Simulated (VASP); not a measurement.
Input of a VASP 6.6.1 run:

The input INCAR:

```
SYSTEM = Ta
AGGAC    = 1.0          
AGGAX    = 1.0          
ALDAC    = 0.0          
ALDAX    = 1.0          
ALGO     = Normal         ! electronic algorithm
EDIFF    = 1E-6           ! SCF threshold, eV
EDIFFG   = -0.01          ! ionic threshold
ENCUT    = 600            ! plane-wave cutoff, eV
GGA      = B5             ! functional
IBRION   = 2              ! ionic algorithm
ISIF     = 3              ! what is computed and relaxed
ISMEAR   = -1             ! smearing method
LASPH    = .True.         ! aspherical terms in the spheres
LCHARG   = .False.        ! write CHGCAR
LREAL    = .False.        ! projectors in reciprocal space
LWAVE    = .False.        ! write WAVECAR
NELM     = 60             ! most SCF steps
NSW      = 60             ! ionic steps
PREC     = Accurate       ! precision mode
SIGMA    = 0.05           ! smearing width, eV
```

KPOINTS

```
k-points
0
Gamma
  11 11 11
  0 0 0
```

Contents of POSCAR:

```
Ta
1.0
   -1.6512800000      1.6512800000      1.6512800000
    1.6512800000     -1.6512800000      1.6512800000
    1.6512800000      1.6512800000     -1.6512800000
Ta
1
Direct
    0.0000000000      0.0000000000      0.0000000000
```

Potentials or basis: VASP PAW PBE potentials, release 64 (Ta_pv).

The run is started by

```bash
$ cat potpaw_PBE.64/Ta_pv/POTCAR > POTCAR
$ mpirun -np 1 vasp_std > vasp.out
```

(1) Estimate the relaxed cell.

(2) What does it give for the relaxed volume?

(3) What does it give for the space group after relaxing (to 0.05 Å)?

Results:

(1) a = 2.907 Å, b = 2.907 Å, c = 2.907 Å, α = 109.47°, β = 109.47°, γ = 109.47°.

(2) 18.91 Å³/atom.

(3) Im-3m (No. 229).

Caveat: the PAW data sets were made with another functional, which shifts forces and pressure a little.
